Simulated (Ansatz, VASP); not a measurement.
## SrLiBr3 in VASP and in Ansatz

```
Li Sr Br
1.0
     0.00792   -0.00111    4.41442
     8.59278   -0.00440   -0.01443
    -0.00873    8.19819    0.00040
Li Sr Br
2 2 6
Direct
  0.99991 0.63184 0.55369
  0.99995 0.86828 0.05356
  0.50012 0.14065 0.38253
  0.50001 0.35937 0.88276
  0.00012 0.87344 0.37037
  0.00002 0.62638 0.87072
  0.49990 0.49338 0.51623
  0.00000 0.17863 0.67710
  0.00002 0.32145 0.17727
  0.49995 0.00659 0.01578
```

Change from the starting cell: cell x1, atoms moved at random (sigma 0.05 Å) and cell strained at random (1.5 %), then relaxed without symmetry.

Alike in both runs: functional PBE; k mesh 4 × 2 × 2; occupations gaussian, width 0.1 eV; no spin polarisation.

Ansatz relaxed the structure, and its values are those at the end. VASP's run is a single point on that final structure, the one shown.

|  | VASP | Ansatz |
| --- | --- | --- |
| version | VASP 6.6.1 | Ansatz 0.2.0 |
| potentials or method | VASP PAW PBE potentials, release 64 (Li_sv, Sr_sv, Br), cutoff 520 eV | scalar-relativistic, plane waves, PAW |
| valence electrons in the cell | 68 | 68 |

Ansatz gave:

```
gap on the k mesh at the Fermi level (eV) : 4.26
least direct gap on the mesh (eV)         : 4.31
rms of the force components (eV/Å)        : 0.006
```

Question: Estimate VASP's values.

Answer: gap on the k mesh at the Fermi level (eV): 4.25; least direct gap on the mesh (eV): 4.31; rms of the force components (eV/Å): 0.006.

The functional is the same, so the differences come from potentials, cutoffs and numerics.

Noted on VASP's run: the cutoff is short for stress, so the pressure is rough.
